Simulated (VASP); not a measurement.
## Ga3H: relaxation of cell and atoms with PBE

The system is Ga3H.

```xyz
4
Lattice="0.0000 3.1399 3.1399 3.1399 0.0000 3.1399 3.1399 3.1399 0.0000" Properties=species:S:1:pos:R:3 pbc="T T T"
Ga    1.5700    1.5700    1.5700
Ga    3.1399    3.1399    3.1399
Ga    4.7099    4.7099    4.7099
H     0.0000    0.0000    0.0000
```

| Quantity | Value |
| --- | --- |
| Program | VASP 6.6.1 |
| Task | relaxation of cell and atoms |
| Functional | PBE |
| Potentials or basis | VASP PAW PBE potentials, release 64 (Ga_d, H) |
| Cutoff | 600 eV |
| k mesh | 12 × 12 × 12 |
| Occupations | gaussian, width 0.1 eV |
| Spin | no spin polarisation |
| Dipole correction | no |
| Further INCAR settings | ALGO = Normal; EDIFF = 1e-06; IBRION = 2; EDIFFG = -0.01; NSW = 100; ISIF = 3 |

```
Relaxed volume                         : 15.37 Å³/atom
Relaxed cell                           : a = 4.430 Å, b = 4.430 Å, c = 4.430 Å, α = 60.00°, β = 60.00°, γ = 60.00°
Space group after relaxing (to 0.05 Å) : Fm-3m (No. 225)
Energy gained by relaxing              : 0.1 meV/atom
Ionic steps                            : 2
Pressure after relaxing                : -0.1 GPa
Band gap on the k mesh                 : zero (band 20 reaches 5.64 eV, above the bottom of band 21 at 2.24 eV)
```

Step by step:
```tsv
step	energy change (eV)	largest force (eV/Å)	pressure (GPa)	volume (Å³)
1	0.0000	0.0000	-0.51	61.91
2	-0.0005	0.0000	-0.05	61.47
```

Final structure:
```xyz
4
Lattice="0.0000 3.1324 3.1324 3.1324 0.0000 3.1324 3.1324 3.1324 0.0000" Properties=species:S:1:pos:R:3 pbc="T T T"
Ga    1.5662    1.5662    1.5662
Ga    3.1324    3.1324    3.1324
Ga    4.6986    4.6986    4.6986
H     3.1324    3.1324    0.0000
```

Levels at points of the mesh, in eV from the Fermi level:
```csv
k point,band 17,band 18,band 19,band 20,band 21,band 22,band 23,band 24
"(0.00, 0.00, 0.00)",-0.77,-0.68,0.88,0.88,0.88,1.40,1.40,1.40
"(0.50, 0.00, 0.00)",-7.54,-1.24,-0.86,-0.51,-0.51,1.50,1.50,5.05
"(0.50, 0.50, 0.00)",-7.02,-3.65,-2.72,-2.72,-2.52,6.11,7.23,7.23
```

It took 3 min on 1 thread of Intel(R) Xeon(R) Platinum 8259CL CPU @ 2.50GHz (Skylake/Cascade Lake) (shared host), peak memory 0.27 GiB.
